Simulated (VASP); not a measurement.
# TaGe3Pt2 (P-4m2) in VASP: a series of runs

TaGe3Pt2 is run at these levels: PBE; tasks: single point.

Everything below comes from runs of VASP 6.6.1. Logs are shortened: lines on timing, memory, paths and dates and some standing lists are left out, and cuts for length are marked.

**1. The cell of the first run**

It takes space group P-4m2 (No. 115, tetragonal). Conventional cell: a = 4.185 Å, b = 4.185 Å, c = 5.715 Å, α = 90.00°, β = 90.00°, γ = 90.00°. Within 3.3 Å of Ta (site symmetry -4m2) lie 4 Pt at 2.51 Å and 6 Ge at 2.86 to 2.96 Å. Ge (site symmetry -4m2) has 4 Pt at 2.51 Å and 2 Ge at 2.86 Å and 4 Ta at 2.96 Å within 3.3 Å. Within 3.4 Å of Ge (site symmetry -4m2) lie 4 Pt at 2.55 Å and 2 Ta at 2.86 Å and 4 Ge at 2.96 Å. Ge (site symmetry -4m2) has 4 Pt at 2.55 Å and 6 Ge at 2.86 to 2.96 Å within 3.4 Å. Pt (site symmetry 2mm) has 2 Ta at 2.51 Å and 6 Ge at 2.51 to 2.55 Å within 3.3 Å.

**2. Single point, PBE (16.68 Å³/atom)**

The input, INCAR:

```
SYSTEM = TaGe3Pt2
ALGO = Normal
EDIFF = 1E-6
ENCUT = 520
GGA = PE
ISIF = 2
ISMEAR = 0
LASPH = .TRUE.
LCHARG = .FALSE.
LREAL = .FALSE.
LWAVE = .FALSE.
NBANDS = 46
NELM = 100
PREC = Accurate
SIGMA = 0.1
```

The input, KPOINTS:

```
k-points
0
G
  8 8 6
  0 0 0
```

The input, POSCAR:

```
TaGe3Pt2
1.0
    4.1853621586      0.0000000000      0.0000000000
    0.0000000000      4.1853621586      0.0000000000
    0.0000000000      0.0000000000      5.7145461269
Ta Ge Pt
1 3 2
Direct
    0.5000000000      0.5000000000      0.0000000000
    0.0000000000      0.0000000000      0.0000000000
    0.5000000000      0.5000000000      0.5000000000
    0.0000000000      0.0000000000      0.5000000000
    0.5000000000      0.0000000000      0.7564439491
    0.0000000000      0.5000000000      0.2435560509
```

Potentials or basis: VASP PAW PBE potentials, release 64 (Ta_pv, Ge_d, Pt).

Command:

```console
cat potpaw_PBE.64/Ta_pv/POTCAR potpaw_PBE.64/Ge_d/POTCAR potpaw_PBE.64/Pt/POTCAR > POTCAR
mpirun -np 1 vasp_std > vasp.out
```

OUTCAR:

```text
SYSTEM = TaGe3Pt2
   EDIFF = 1E-6
   ENCUT = 520
   GGA = PE
   ISIF = 2
   ISMEAR = 0
   LASPH = .TRUE.
   LREAL = .FALSE.
   NELM = 100
   PREC = Accurate

 ion  position               nearest neighbor table
   1  0.500  0.500  0.000-   5 2.51   6 2.51   5 2.51   6 2.51   3 2.86   3 2.86   2 2.96   2 2.96
                             2 2.96   2 2.96
   2  0.000  0.000  0.000-   5 2.51   6 2.51   6 2.51   5 2.51   4 2.86   4 2.86   1 2.96   1 2.96
                             1 2.96   1 2.96
   3  0.500  0.500  0.500-   5 2.55   6 2.55   5 2.55   6 2.55   1 2.86   1 2.86
   4  0.000  0.000  0.500-   5 2.55   6 2.55   6 2.55   5 2.55   2 2.86   2 2.86
   5  0.500  0.000  0.756-   1 2.51   2 2.51   1 2.51   2 2.51   3 2.55   3 2.55   4 2.55   4 2.55

   6  0.000  0.500  0.244-   1 2.51   2 2.51   2 2.51   1 2.51   3 2.55   4 2.55   4 2.55   3 2.55

  LATTYP: Found a simple tetragonal cell.
 ALAT       =     4.1853621586
 C/A-ratio  =     1.3653647905

  Lattice vectors:

 A1 = (   4.1853621586,   0.0000000000,   0.0000000000)
 A2 = (   0.0000000000,   4.1853621586,   0.0000000000)
 A3 = (   0.0000000000,   0.0000000000,   5.7145461269)

Analysis of symmetry for initial positions (statically):
=====================================================================
 Subroutine PRICEL returns:
 Original cell was already a primitive cell.

 Routine SETGRP: Setting up the symmetry group for a
 simple tetragonal supercell.

 Subroutine GETGRP returns: Found  8 space group operations
 (whereof  8 operations were pure point group operations)
 out of a pool of 16 trial point group operations.

The static configuration has the point symmetry D_2d.

Analysis of symmetry for dynamics (positions and initial velocities):
=====================================================================
 Subroutine PRICEL returns:
 Original cell was already a primitive cell.

 Routine SETGRP: Setting up the symmetry group for a
 simple tetragonal supercell.

 Subroutine GETGRP returns: Found  8 space group operations
 (whereof  8 operations were pure point group operations)
 out of a pool of 16 trial point group operations.

The dynamic configuration has the point symmetry D_2d.

 Subroutine INISYM returns: Found  8 space group operations
 (whereof  8 operations are pure point group operations),
 and found     1 'primitive' translations

----------------------------------------------------------------------------------------

                                     Primitive cell

  volume of cell :     100.1032

  direct lattice vectors                    reciprocal lattice vectors
     4.185362159  0.000000000  0.000000000     0.238927950  0.000000000  0.000000000
     0.000000000  4.185362159  0.000000000     0.000000000  0.238927950  0.000000000
     0.000000000  0.000000000  5.714546127     0.000000000  0.000000000  0.174992025

  length of vectors
     4.185362159  4.185362159  5.714546127     0.238927950  0.238927950  0.174992025

  position of ions in fractional coordinates (direct lattice)
     0.500000000  0.500000000  0.000000000
     0.000000000  0.000000000  0.000000000
     0.500000000  0.500000000  0.500000000
     0.000000000  0.000000000  0.500000000
     0.500000000  0.000000000  0.756443949
     0.000000000  0.500000000  0.243556051

  ion indices of the primitive-cell ions
   primitive index   ion index
                 1           1
                 2           2
                 3           3
                 4           4
                 5           5
                 6           6

----------------------------------------------------------------------------------------

 KPOINTS: k-points

Automatic generation of k-mesh.
 Grid dimensions read from file:
 generate k-points for:    8    8    6

 Generating k-lattice:

  Cartesian coordinates                     Fractional coordinates (reciprocal lattice)
     0.029865994  0.000000000  0.000000000     0.125000000  0.000000000  0.000000000
     0.000000000  0.029865994  0.000000000     0.000000000  0.125000000  0.000000000
     0.000000000  0.000000000  0.029165338     0.000000000  0.000000000  0.166666667

  Length of vectors
     0.029865994  0.029865994  0.029165338

  Shift w.r.t. Gamma in fractional coordinates (k-lattice)
     0.000000000  0.000000000  0.000000000

 Subroutine IBZKPT returns following result:
 ===========================================

 Found     60 irreducible k-points:

 Following reciprocal coordinates:
            Coordinates               Weight
  0.000000  0.000000  0.000000      1.000000
  0.125000  0.000000  0.000000      4.000000
  0.250000  0.000000  0.000000      4.000000
  0.375000  0.000000  0.000000      4.000000
  0.500000  0.000000  0.000000      2.000000
  0.125000  0.125000  0.000000      4.000000
[... 16 lines left out ...]
  0.375000  0.125000  0.166667     16.000000
  0.500000  0.125000  0.166667      8.000000
 [... further k-points ...]
   k-points           NKPTS =     60   k-points in BZ     NKDIM =     60   number of bands    NBANDS=     46
   number of dos      NEDOS =    301   number of ions     NIONS =      6
   total plane-waves  NPLWV =  49152
   dimension x,y,z NGX =    32 NGY =   32 NGZ =   48
   dimension x,y,z NGXF=    64 NGYF=   64 NGZF=   96
   ions per type =               1   3   2
   NGX,Y,Z   is equivalent  to a cutoff of  12.71, 12.71, 13.96 a.u.
   NGXF,Y,Z  is equivalent  to a cutoff of  25.42, 25.42, 27.93 a.u.
 SYSTEM =  TaGe3Pt2
   PREC   = accura    normal or accurate (medium, high low for compatibility)
   ISTART =      0    job   : 0-new  1-cont  2-samecut
   ICHARG =      2    charge: 1-file 2-atom 10-const
   ISPIN  =      1    spin polarized calculation?
   LNONCOLLINEAR =      F non collinear calculations
   LSORBIT =      F    spin-orbit coupling
   LASPH  =      T    aspherical Exc in radial PAW
   ENCUT  =  520.0 eV  38.22 Ry    6.18 a.u.   7.78  7.78 10.63*2*pi/ulx,y,z
   NELM   =    100;   NELMIN=  2; NELMDL= -5     # of ELM steps
   EDIFF  = 0.1E-05   stopping-criterion for ELM
   LREAL  =      F    real-space projection
   EDIFFG = 0.1E-04   stopping-criterion for IOM
   NSW    =      0    number of steps for IOM
   IBRION =     -1    ionic relax: 0-MD 1-quasi-New 2-CG
   NFREE  =      0    steps in history (QN), initial steepest desc. (CG)
   ISIF   =      2    stress and relaxation
   ISYM   =      2    0-nonsym 1-usesym 2-fastsym
   POTIM  = 0.5000    time-step for ionic-motion
   TEBEG  =    0.0;   TEEND  =   0.0 temperature during run
   PSTRESS=    0.0 pullay stress
   NELECT =      73.0000    total number of electrons
   NUPDOWN=      -1.0000    fix difference up-down
   EMIN   =  10.00;   EMAX   =-10.00  energy-range for DOS
   EFERMI =   0.00;   METHOD = LEGACY
   ISMEAR =     0;   SIGMA  =   0.10  broadening in eV -4-tet -1-fermi 0-gaus
   EFERMI_NEDOS =   21; number of points for ismear=-14 and -15
   IALGO  =     38    algorithm
   IMIX   =      4    mixing-type and parameters
     AMIX     =   0.40;   BMIX     =  1.00
     AMIX_MAG =   1.60;   BMIX_MAG =  1.00
  volume/ion in A,a.u.               =      16.68       112.59
  Fermi-wavevector in a.u.,A,eV,Ry     =   1.473556  2.784616 29.543227  2.171366
  Thomas-Fermi vector in A             =   2.588434
   LORBIT       =      0    0 simple, 1 ext, 2 COOP (PROOUT), +10 PAW based schemes
   GGA     = PE    functional components
   LHFCALC =     F    Hartree Fock is set to
   AEXX    =    0.0000 exact exchange contribution
   IVDW    =     0    specifies the selected vdW correction
   LEPSILON=     F    determine dielectric tensor
   LRPA    =     F    only Hartree local field effects (RPA)
 non-spin polarized calculation
 Gauss-broadening in eV      SIGMA  =   0.10
  energy-cutoff  :      520.00
  volume of cell :      100.10
 maximum number of plane-waves:      2717
 NGX is ok and might be reduce to    32
   NGX = 15   NGY = 15   NGZ = 21

 number of electron      73.0000034 magnetization

 Free energy of the ion-electron system (eV)
  ---------------------------------------------------
  ext. energy  EPLUGINS =         0.00000000
  ---------------------------------------------------
  free energy    TOTEN  =       -38.83002544 eV

  energy without entropy =      -38.81764363  energy(sigma->0) =      -38.82383453

 E-fermi :   9.2255     XC(G=0): -12.1936

 val. band max:        9.2254725250   @ k =   0.3750   0.2500   0.0000
 cond. band min:       9.2329339752   @ k =   0.2500   0.2500   0.3333
 fundamental gap:      0.0074614502
 Fermi energy:         9.2255158105

 k-point     1 :       0.0000    0.0000    0.0000
  band No.  band energies     occupation
      1     -26.2339      2.00000
      2     -26.2339      2.00000
      3     -26.1692      2.00000
      4     -16.0948      2.00000
      5     -16.0584      2.00000
      6     -16.0584      2.00000
[... 38 lines left out ...]
     45      14.2331      0.00000
     46      14.2348      0.00000

 k-point     2 :       0.1250    0.0000    0.0000
  band No.  band energies     occupation
      1     -26.2366      2.00000
      2     -26.2339      2.00000
      3     -26.1675      2.00000
      4     -16.0943      2.00000
      5     -16.0593      2.00000
      6     -16.0584      2.00000
[... 38 lines left out ...]
     45      13.6408      0.00000
     46      13.9590      0.00000

 k-point     3 :       0.2500    0.0000    0.0000
  band No.  band energies     occupation
      1     -26.2429      2.00000
      2     -26.2340      2.00000
      3     -26.1638      2.00000
      4     -16.0931      2.00000
      5     -16.0615      2.00000
      6     -16.0585      2.00000
[... 38 lines left out ...]
     45      13.7836      0.00000
     46      14.2595      0.00000

 k-point     4 :       0.3750    0.0000    0.0000
  band No.  band energies     occupation
      1     -26.2490      2.00000
      2     -26.2341      2.00000
      3     -26.1602      2.00000
      4     -16.0918      2.00000
      5     -16.0639      2.00000
      6     -16.0586      2.00000
[... 920 lines left out ...]
     45      14.1182      0.00000
     46      14.6189      0.00000

 k-point    23 :       0.3750    0.1250    0.1667
  band No.  band energies     occupation
      1     -26.2488      2.00000
      2     -26.2366      2.00000
      3     -26.1591      2.00000
      4     -16.0862      2.00000
      5     -16.0629      2.00000
      6     -16.0589      2.00000
[... 38 lines left out ...]
     45      14.3626      0.00000
     46      14.9327      0.00000

 k-point    24 :       0.5000    0.1250    0.1667
  band No.  band energies     occupation
      1     -26.2513      2.00000
      2     -26.2366      2.00000
      3     -26.1576      2.00000
      4     -16.0858      2.00000
      5     -16.0638      2.00000
      6     -16.0589      2.00000
[... 38 lines left out ...]
     45      14.5685      0.00000
     46      14.9526      0.00000

 [... further k-points ...]

------------------------ aborting loop because EDIFF is reached ----------------------------------------

  FORCE on cell =-STRESS in cart. coord.  units (eV):
  Direction    XX          YY          ZZ          XY          YZ          ZX
  --------------------------------------------------------------------------------------
  -------------------------------------------------------------------------------------
  Total       15.0876109     15.0876109     15.1141694      0.0000000      0.0000000      0.0000000
  in kB      241.4811460    241.4811460    241.9062226      0.0000000      0.0000000      0.0000000
  external PRESSURE =     241.6228382 kB  Pullay stress =       0.0000000 kB

 VOLUME and BASIS-vectors are now :
 -----------------------------------------------------------------------------
  energy-cutoff  :      520.00
  volume of cell :      100.10
      direct lattice vectors                 reciprocal lattice vectors
     4.185362159  0.000000000  0.000000000     0.238927950  0.000000000  0.000000000
     0.000000000  4.185362159  0.000000000     0.000000000  0.238927950  0.000000000
     0.000000000  0.000000000  5.714546127     0.000000000  0.000000000  0.174992025

 POSITION                                       TOTAL-FORCE (eV/Angst)
 -----------------------------------------------------------------------------------
      2.09268      2.09268      0.00000         0.000000     -0.000000      0.000000
      0.00000      0.00000      0.00000         0.000000     -0.000000      0.000000
      2.09268      2.09268      2.85727         0.000000     -0.000000      0.000000
      0.00000      0.00000      2.85727         0.000000     -0.000000      0.000000
      2.09268      0.00000      4.32273         0.000000      0.000000     -0.001210
      0.00000      2.09268      1.39181         0.000000     -0.000000      0.001210
 -----------------------------------------------------------------------------------
    total drift:                                0.000000      0.000000     -0.000000

  FREE ENERGIE OF THE ION-ELECTRON SYSTEM (eV)
  ---------------------------------------------------
  free  energy   TOTEN  =       -38.8300254358 eV

  energy  without entropy=      -38.8176436274  energy(sigma->0) =      -38.82383453
```

Run time: 6 min. Hardware: 1 thread of Intel Xeon 8259CL, shared host; peak memory 0.38 GiB.

What came out:

```
Free energy            : -38.8300 eV
Pressure               : 24.2 GPa
Band gap on the k mesh : zero (an odd number of electrons rules out a gap without spin polarisation)
```

Levels at points of the mesh, in eV from the Fermi level:
```
           k point  band 34  band 35  band 36  band 37  band 38  band 39  band 40  band 41
(0.00, 0.00, 0.00)    -2.12    -0.60    -0.59    -0.59     0.82     1.97     2.28     2.75
(0.50, 0.00, 0.00)    -2.72    -1.62    -1.03     0.18     0.96     1.22     1.77     2.30
(0.50, 0.50, 0.00)    -2.87    -2.87    -1.91    -0.45     0.42     0.74     0.74     1.33
(0.00, 0.00, 0.50)    -1.97    -1.90    -0.52    -0.52     0.90     1.40     1.54     2.26
(0.50, 0.00, 0.50)    -2.01    -1.12    -1.05     0.32     0.65     1.51     1.82     2.25
(0.50, 0.50, 0.50)    -4.38    -2.30    -2.30     1.03     1.20     1.22     1.22     2.04
```

Caveat: the cell stands under pressure; spin-orbit coupling is left out, which moves the levels of the heavy elements; an odd number of electrons without spin polarisation forces a metal; a magnetic or distorted state may lie lower.

[end of part 1 of 2]

The gap in the log of VASP goes by the Fermi energy; the results here count the filled bands.